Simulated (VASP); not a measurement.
# Al30PO48 (a cell with a defect) in VASP: single point with PBE

Aim: the single point of Al30PO48 (a cell with a defect) with PBE.

Everything below comes from runs of VASP 6.6.1. Logs are shortened: lines on timing, memory, paths and dates and some standing lists are left out, and cuts for length are marked.

### 1 The cell of the first run

The cell holds a defect, 79 atoms: a = 10.361 Å, b = 10.361 Å, c = 10.361 Å, α = 55.29°, β = 55.29°, γ = 55.29°.

### 2 Single point, PBE, collinear spin

The input, INCAR:

```
SYSTEM = Al30PO48
  PREC = Accurate
  ENCUT = 520
  EDIFF = 1E-6
  ISMEAR = -1
  SIGMA = 0.01
  LREAL = Auto
  LASPH = .True.
  NELM = 200
  ALGO = Normal
  ISIF = 2
  LWAVE = .False.
  LCHARG = .True.
  ISPIN = 2
  MAGMOM = 0 0 0 0 0 0 0 0 0 0 0 0 0 0 0 0 0 0 0 0 0 0 0 0 0 0 0 0 0 0 0 0 0 0 0 0 0 0 0 0 0 0.01 0.21 0 0.2 0 0 0 0.01 0 0 0 0.01 0 0 0 0.01 0 0 0.22 0 0 0 0.01 0 0 0 0.01 0 0 0 0 0 0 0.06 0 0 0.06 0.07
  LORBIT = 11
  NUPDOWN = 1.0
  GGA = PE
  LELF = .True.
  LVHAR = .True.
  NBANDS = 240
  GGA_COMPAT = .False.
```

The input, KPOINTS:

```
regular mesh
0
Gamma
  1 1 1
  0 0 0
```

The input, POSCAR:

```
Al30PO48
1.0
    4.8078835245      2.7758328471      8.7484141875
   -4.8078835245      2.7758328471      8.7484141875
    0.0000000000     -5.5516656942      8.7484141875
P Al O
1 30 48
Direct
    0.3323407980      0.3335827184      0.3334906747
    0.0733939146      0.0747191908      0.0745699206
    0.1749229958      0.1761321065      0.1761137126
    0.3241188004      0.3226397645      0.8233897356
    0.4252816685      0.4249035057      0.9287234878
    0.0756186218      0.0663268386      0.5758140531
    0.1725229767      0.1746446516      0.6785660279
    0.3214164854      0.8232922724      0.3253884808
    0.4235239845      0.9288336307      0.4265164648
    0.0649996955      0.5759254861      0.0768537178
    0.1733400010      0.6786332721      0.1738217122
    0.3255182681      0.8234493410      0.8234173694
    0.4273922125      0.9262035999      0.9237795350
    0.0901998667      0.5654434753      0.5684776125
    0.1771536621      0.6718049792      0.6802939716
    0.8222897797      0.3256292677      0.3224128674
    0.9275347960      0.4266190219      0.4248275925
    0.5745558890      0.0769547760      0.0663514943
    0.6773873027      0.1738385184      0.1745484963
    0.8221561687      0.3268548137      0.8233836755
    0.9224958851      0.4286879796      0.9261133539
    0.5671626124      0.0912694828      0.5655114507
    0.6790266140      0.1784725759      0.6719415938
    0.8221180011      0.8234624699      0.3267796128
    0.9250189947      0.9237828932      0.4284603519
    0.5641051792      0.5685607618      0.0914795763
    0.6704193138      0.6804958549      0.1782771111
    0.8229346175      0.8242623518      0.8242030170
    0.9252947130      0.9266038019      0.9265435714
    0.5728587422      0.5742055537      0.5740351064
    0.6766430223      0.6779133798      0.6778736945
    0.2201976813      0.0286661815      0.3756352007
    0.4559772328      0.1424070799      0.2872908275
    0.0274006982      0.3756945832      0.2214504025
    0.3743996826      0.2215356762      0.0285741566
    0.1411362194      0.2873898872      0.4572407960
    0.2861268710      0.4572528949      0.1423570425
    0.2201739309      0.0283367567      0.8748549690
    0.4688019678      0.1271543733      0.7751221846
    0.0278713059      0.3746903928      0.7212623854
    0.3668258028      0.2216213523      0.5187685244
    0.1223427636      0.2790103724      0.9736412973
    0.2619894003      0.4761413227      0.6434019872
    0.2203762366      0.5188618581      0.3679967394
    0.4750031627      0.6433531075      0.2632014182
    0.0270212704      0.8749779675      0.2213733994
    0.3733741119      0.7213616621      0.0291096184
    0.1258436637      0.7752384222      0.4699653980
    0.2776965219      0.9737045265      0.1236027089
    0.2215085927      0.5288360996      0.8838784200
    0.4715507634      0.6240281616      0.7803402489
    0.0285795407      0.8716663570      0.7246683589
    0.3739809659      0.7228425653      0.5285362666
    0.1253722967      0.7750303945      0.9741268287
    0.2740217691      0.9702990782      0.6268385115
    0.7200489047      0.0292160337      0.3746138700
    0.9723505420      0.1237125248      0.2789386794
    0.5176139886      0.3680677500      0.2215551261
    0.8736594974      0.2214644614      0.0282264335
    0.6422870812      0.2631606960      0.4760896683
    0.7740030385      0.4700878287      0.1269871147
    0.7234431370      0.0299477563      0.8716159299
    0.9728585327      0.1266852779      0.7749719548
    0.5272867927      0.3753297849      0.7227449233
    0.8825897897      0.2228553599      0.5287660828
    0.6256020318      0.2753638219      0.9702012878
    0.7791374797      0.4728581300      0.6239365561
    0.7215741786      0.5285574356      0.3752052195
    0.9690074263      0.6268996362      0.2752952096
    0.5275052197      0.8839756781      0.2227724302
    0.8703472929      0.7247680284      0.0298534106
    0.6227003267      0.7804347468      0.4727542356
    0.7737277894      0.9741952794      0.1266219658
    0.7173091358      0.5274493663      0.8799881041
    0.9675320136      0.6260290977      0.7820805741
    0.5261374268      0.8800475068      0.7185458284
    0.8787505569      0.7186424298      0.5273357030
    0.6247245438      0.7824136376      0.9686225743
    0.7809251610      0.9689699179      0.6257541484
```

Potentials or basis: VASP PAW PBE potentials, release 64 (P, Al, O).

The run is started by

```console
$ cat potpaw_PBE.64/P/POTCAR potpaw_PBE.64/Al/POTCAR potpaw_PBE.64/O/POTCAR > POTCAR
$ mpirun -np 1 vasp_gam > vasp.out
```

OUTCAR:

```text
SYSTEM = Al30PO48
   PREC = Accurate
   ENCUT = 520
   EDIFF = 1E-6
   ISMEAR = -1
   LREAL = Auto
   LASPH = .True.
   NELM = 200
   ISIF = 2
   ISPIN = 2
   LORBIT = 11
   NUPDOWN = 1.0
   GGA = PE

 ion  position               nearest neighbor table
   1  0.332  0.334  0.333-  58 1.71  41 1.71  44 1.71  37 1.81  33 1.81  36 1.81  11 2.81  19 2.81
                             7 2.81
   2  0.073  0.075  0.075-  59 1.88  38 1.88  46 1.88  42 1.98  49 1.98  57 1.98   3 2.66  25 2.84
                            21 2.84  13 2.84  19 3.25   7 3.25  11 3.25
   3  0.175  0.176  0.176-  32 1.88  35 1.88  34 1.88  49 1.98  42 1.98  57 1.98   2 2.66  16 2.82
                             4 2.82   8 2.82  18 3.26   6 3.26  10 3.26
   4  0.324  0.323  0.823-  43 1.80  39 1.86  42 1.89  64 1.99  35 2.00  50 2.07   5 2.70  15 2.79
                             3 2.82  23 2.84  13 3.24  21 3.28
   5  0.425  0.425  0.929-  66 1.87  51 1.88  37 1.94  50 1.95  35 1.99  64 2.00   4 2.70  18 2.78
                            30 2.84  10 2.88  20 3.24  12 3.26
   6  0.076  0.066  0.576-  65 1.84  52 1.85  32 1.85  55 1.95  63 2.00  36 2.20   7 2.69   9 2.78
                            29 2.80  17 2.88  15 3.22  23 3.23   3 3.26
   7  0.173  0.175  0.679-  41 1.85  38 1.86  40 1.87  63 1.94  55 2.00  36 2.02   6 2.69  20 2.81
                             1 2.81  12 2.82  14 3.22  22 3.24   2 3.25
   8  0.321  0.823  0.325-  45 1.80  48 1.86  49 1.89  53 1.99  32 2.00  70 2.07   9 2.70  27 2.79
                             3 2.82  15 2.84  25 3.24  13 3.28
   9  0.424  0.929  0.427-  55 1.87  72 1.88  33 1.94  70 1.95  32 1.99  53 2.00   8 2.70   6 2.78
[... 79 lines left out ...]
  66  0.626  0.275  0.970-   5 1.87  20 1.88  18 1.95  19 2.00
[... 11 lines left out ...]
  78  0.625  0.782  0.969-  28 1.85  13 1.85  27 2.01  26 2.09
  79  0.781  0.969  0.626-  28 1.85  25 1.86  23 2.01  22 2.09

  LATTYP: Found a trigonal (rhomboedric) cell.
 ALAT       =    10.3612616402
 COS(alpha) =     0.5693617614

  Lattice vectors:

 A1 = (   4.8078835245,   2.7758328471,   8.7484141875)
 A2 = (  -4.8078835245,   2.7758328471,   8.7484141875)
 A3 = (   0.0000000000,  -5.5516656942,   8.7484141875)

Analysis of symmetry for initial positions (statically):
=====================================================================
 Subroutine PRICEL returns:
 Original cell was already a primitive cell.

 Routine SETGRP: Setting up the symmetry group for a
 trigonal (rhombohedral) supercell.

 Subroutine GETGRP returns: Found  1 space group operations
 (whereof  1 operations were pure point group operations)
 out of a pool of 12 trial point group operations.

The static configuration has the point symmetry C_1 .

Analysis of symmetry for dynamics (positions and initial velocities):
=====================================================================
 Subroutine PRICEL returns:
 Original cell was already a primitive cell.

 Routine SETGRP: Setting up the symmetry group for a
 trigonal (rhombohedral) supercell.

 Subroutine GETGRP returns: Found  1 space group operations
 (whereof  1 operations were pure point group operations)
 out of a pool of 12 trial point group operations.

The dynamic configuration has the point symmetry C_1 .

Analysis of structural, dynamic, and magnetic symmetry:
=====================================================================
 Subroutine PRICEL returns:
 Original cell was already a primitive cell.

 Routine SETGRP: Setting up the symmetry group for a
 trigonal (rhombohedral) supercell.

 Subroutine GETGRP returns: Found  1 space group operations
 (whereof  1 operations were pure point group operations)
 out of a pool of 12 trial point group operations.

The overall configuration has the point symmetry C_1 .

 Subroutine INISYM returns: Found  1 space group operations
[... 238 lines left out ...]
   NELECT =     383.0000    total number of electrons
   NUPDOWN=       1.0000    fix difference up-down
   EMIN   =  10.00;   EMAX   =-10.00  energy-range for DOS
   EFERMI =   0.00;   METHOD = LEGACY
   ISMEAR =    -1;   SIGMA  =   0.01  broadening in eV -4-tet -1-fermi 0-gaus
   EFERMI_NEDOS =   21; number of points for ismear=-14 and -15
   IALGO  =     38    algorithm
   IMIX   =      4    mixing-type and parameters
     AMIX     =   0.40;   BMIX     =  1.00
     AMIX_MAG =   1.60;   BMIX_MAG =  1.00
  volume/ion in A,a.u.               =       8.87        59.84
  Fermi-wavevector in a.u.,A,eV,Ry     =   1.338644  2.529671 24.381207  1.791968
  Thomas-Fermi vector in A             =   2.467098
   LORBIT       =     11    0 simple, 1 ext, 2 COOP (PROOUT), +10 PAW based schemes
   GGA     = PE    functional components
   LHFCALC =     F    Hartree Fock is set to
   AEXX    =    0.0000 exact exchange contribution
   IVDW    =     0    specifies the selected vdW correction
   LEPSILON=     F    determine dielectric tensor
   LRPA    =     F    only Hartree local field effects (RPA)
 spin polarized calculation
  energy-cutoff  :      520.00
  volume of cell :      700.53
 maximum number of plane-waves:      9404
 NGX is ok and might be reduce to    80
   NGX = 39   NGY = 39   NGZ = 39

 number of electron     383.0000026 magnetization       0.9999884

 Free energy of the ion-electron system (eV)
  ---------------------------------------------------
  ext. energy  EPLUGINS =         0.00000000
  ---------------------------------------------------
  free energy    TOTEN  =      -584.57252317 eV

  energy without entropy =     -584.55866997  energy(sigma->0) =     -584.56559657

 E-fermi :   6.2265     XC(G=0): -11.4544

 val. band max:        6.2258426841   @ k =   0.0000   0.0000   0.0000
 cond. band min:       6.2270917264   @ k =   0.0000   0.0000   0.0000
 fundamental gap:      0.0012490422
 Fermi energy:         6.0070780966

 spin component 1

 k-point     1 :       0.0000    0.0000    0.0000
  band No.  band energies     occupation
      1     -14.4414      1.00000
      2     -13.2667      1.00000
      3     -12.6594      1.00000
      4     -12.6588      1.00000
      5     -12.5021      1.00000
      6     -12.4427      1.00000
[... 195 lines left out ...]
    202      14.6672      0.00000
    203      14.6976      0.00000
 Fermi energy:         6.2264672052

 spin component 2

 k-point     1 :       0.0000    0.0000    0.0000
  band No.  band energies     occupation
      1     -14.4391      1.00000
      2     -13.2515      1.00000
      3     -12.6563      1.00000
      4     -12.6557      1.00000
      5     -12.4945      1.00000
      6     -12.4337      1.00000
[... 195 lines left out ...]
    202      14.6718      0.00000
    203      14.7037      0.00000
 [bands above 203 left out]

------------------------ aborting loop because EDIFF is reached ----------------------------------------

  FORCE on cell =-STRESS in cart. coord.  units (eV):
  Direction    XX          YY          ZZ          XY          YZ          ZX
  --------------------------------------------------------------------------------------
  -------------------------------------------------------------------------------------
  Total       -6.7452401     -6.6559451     -0.6913831      0.0384684      0.0091156      0.0059308
  in kB      -15.4269531    -15.2227278     -1.5812535      0.0879806      0.0208483      0.0135644
  external PRESSURE =     -10.7436448 kB  Pullay stress =       0.0000000 kB

 VOLUME and BASIS-vectors are now :
 -----------------------------------------------------------------------------
  energy-cutoff  :      520.00
  volume of cell :      700.53
      direct lattice vectors                 reciprocal lattice vectors
     4.807883525  2.775832847  8.748414187     0.103995864  0.060042040  0.038102144
    -4.807883525  2.775832847  8.748414187    -0.103995864  0.060042040  0.038102144
     0.000000000 -5.551665694  8.748414187     0.000000000 -0.120084080  0.038102144

 POSITION                                       TOTAL-FORCE (eV/Angst)
 -----------------------------------------------------------------------------------
     -0.00597     -0.00294      8.74329        -0.001414      0.000322      0.021857
     -0.00637     -0.00285      1.94812        -0.000168      0.000738     -0.011319
     -0.00581     -0.00325      4.61189         0.000003     -0.000207      0.019985
      0.00711     -2.77589     12.86147         0.027538     -0.003461     -0.010833
      0.00182     -2.79599     15.56263         0.006645      0.000007      0.005305
      0.04467     -2.80271      6.27926         0.007037      0.003457     -0.010532
[... 71 lines left out ...]
     -0.75815     -1.47149     20.78414        -0.000605     -0.026249     -0.005891
     -0.90410      1.38344     20.78316        -0.008233      0.000989      0.000622
 -----------------------------------------------------------------------------------
    total drift:                               -0.005418     -0.008910     -0.035989

  FREE ENERGIE OF THE ION-ELECTRON SYSTEM (eV)
  ---------------------------------------------------
  free  energy   TOTEN  =      -584.5725231652 eV

  energy  without entropy=     -584.5586699675  energy(sigma->0) =     -584.56559657

 total charge

# of ion       s       p       d       tot
------------------------------------------
    1        0.847   1.226   0.000   2.073
    2        0.305   0.385   0.000   0.690
    3        0.305   0.387   0.000   0.693
    4        0.309   0.393   0.000   0.702
    5        0.304   0.381   0.000   0.685
    6        0.313   0.393   0.000   0.706
[... 71 lines left out ...]
   78        1.550   3.605   0.000   5.155
   79        1.550   3.604   0.000   5.154
--------------------------------------------------
tot         84.300 186.399   0.000 270.699

 magnetization (x)

# of ion       s       p       d       tot
------------------------------------------
    1       -0.000  -0.000   0.000  -0.000
    2       -0.000  -0.000   0.000  -0.000
    3       -0.000   0.000   0.000  -0.000
    4       -0.001  -0.001   0.000  -0.002
    5       -0.000   0.000   0.000  -0.000
    6       -0.000   0.000   0.000   0.000
[... 71 lines left out ...]
   78        0.001   0.054   0.000   0.055
   79        0.001   0.057   0.000   0.059
--------------------------------------------------
tot          0.006   0.830   0.000   0.837
```

Run time: 33 min. Hardware: 1 thread of Intel Xeon 8259CL, shared host; peak memory 1.4 GiB.

What came out:

```yaml
Free_energy: -584.5725 eV
Pressure: -1.1 GPa
Largest_force: 0.063 eV/Å
Net_moment: 1.00 μB per cell
Site_moments: P -0.00; Al -0.00, +0.00 (each value once); O +0.00, +0.01, +0.19, +0.20, +0.06 (each value once) μB
Valence_electrons_inside_the_program's_atomic_spheres: P 2.07; Al 0.69, 0.70, 0.71, 0.67, 0.68 (each value once); O 5.18, 5.12, 5.17, 5.13, 5.15, 5.16 (each value once)
```

Forces on the atoms (eV/Å):
```
P   -0.001  0.000  0.022
Al   0.000  0.001 -0.011
Al   0.000  0.000  0.020
Al   0.028 -0.003 -0.011
Al   0.007  0.000  0.005
Al   0.007  0.003 -0.011
Al  -0.002 -0.008  0.023
Al  -0.036 -0.022  0.003
Al  -0.001 -0.005  0.004
Al   0.003 -0.007 -0.005
Al  -0.009  0.014  0.017
Al  -0.002  0.004 -0.004
Al  -0.007  0.003  0.002
Al   0.010  0.023 -0.031
Al  -0.022  0.013  0.027
Al  -0.004  0.015 -0.012
Al   0.001  0.002  0.003
Al  -0.009  0.010 -0.011
Al   0.010  0.001  0.023
Al  -0.002 -0.005 -0.004
Al   0.001  0.000  0.007
Al  -0.022  0.006 -0.022
Al  -0.003 -0.014  0.018
Al   0.002  0.002 -0.001
Al  -0.009 -0.004  0.011
Al   0.028 -0.012 -0.046
Al   0.040  0.016  0.046
Al   0.000  0.012 -0.012
Al  -0.003  0.001  0.005
Al   0.001 -0.003 -0.013
Al   0.003  0.002  0.012
O   -0.003  0.004  0.002
O   -0.010  0.003  0.006
O    0.008  0.002  0.002
O   -0.004 -0.007  0.000
O    0.003  0.011 -0.002
O    0.002 -0.010  0.003
O   -0.004 -0.005 -0.002
O    0.002 -0.009  0.004
O   -0.001 -0.001  0.003
O    0.020  0.000 -0.022
O   -0.005  0.004  0.000
O   -0.008 -0.013 -0.006
O   -0.007 -0.025 -0.020
O   -0.016  0.005 -0.010
O   -0.002  0.003 -0.004
O    0.000 -0.001  0.005
O   -0.002  0.000  0.004
O    0.009  0.001  0.000
O   -0.006  0.006 -0.005
O    0.000 -0.005  0.000
O    0.000  0.002  0.003
O    0.001  0.000  0.000
O   -0.002 -0.003  0.003
O    0.003 -0.003  0.001
O    0.001  0.000 -0.006
O    0.003  0.001  0.001
O   -0.013  0.014 -0.025
O    0.006 -0.001 -0.002
O    0.012  0.003 -0.006
O    0.001  0.004  0.004
O   -0.002 -0.003  0.002
O    0.001  0.001  0.001
O   -0.001 -0.001  0.004
O    0.003 -0.005  0.001
O    0.001 -0.003  0.004
O    0.002  0.003  0.002
O   -0.003  0.005  0.004
O   -0.002  0.004  0.001
O    0.007  0.000 -0.008
O   -0.001 -0.004  0.000
O   -0.004  0.000  0.001
O    0.003  0.003  0.002
O   -0.003 -0.003  0.003
O    0.011  0.004  0.002
O    0.000  0.002  0.000
O    0.004 -0.002  0.002
O   -0.001 -0.026 -0.006
O   -0.008  0.001  0.001
```

Stress tensor (GPa, compression positive):
```
-1.54  0.01  0.00
 0.01 -1.52  0.00
 0.00  0.00 -0.16
```

Caveat: the k points lie up to 0.79 Å⁻¹ apart; the total moment is fixed, so each spin has its own Fermi level and the state may be an excited one.
